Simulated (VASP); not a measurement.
The system is In3As.

```
CELL_PARAMETERS angstrom
4.76331 0.00000 0.00000
0.00000 4.76331 0.00000
0.00000 0.00000 4.76331
ATOMIC_POSITIONS crystal
In 0.50000 0.50000 0.00000
In 0.50000 0.00000 0.50000
In 0.00000 0.50000 0.50000
As 0.00000 0.00000 0.00000
```

Base run:

```yaml
Program: VASP 6.6.1
Functional: r2SCAN
Potentials_or_basis: VASP PAW PBE potentials, release 64 (In_d, As)
Cutoff: 520 eV
k_mesh: 6 × 6 × 6
Occupations: fermi-dirac, width 0.05 eV
Spin: no spin polarisation
```

Its results: band gap on the k mesh zero (bands 22 and 23 overlap by 3.72 eV); pressure -3.0 GPa.

Task: The run is repeated on the same cell with these changes: functional from r2SCAN to PBE; further incar settings from ALGO = Normal; EDIFF = 1e-06; NBANDS = 30 to ALGO = Fast; EDIFF = 1e-06; NBANDS = 30. What comes out?

Result: Band gap on the k mesh zero (bands 22 and 23 overlap by 3.49 eV); pressure -1.6 GPa.

Caveats: spin-orbit coupling is left out, which moves the levels of the heavy elements; the PAW data sets were made with another functional, which shifts forces and pressure a little (at least some runs).
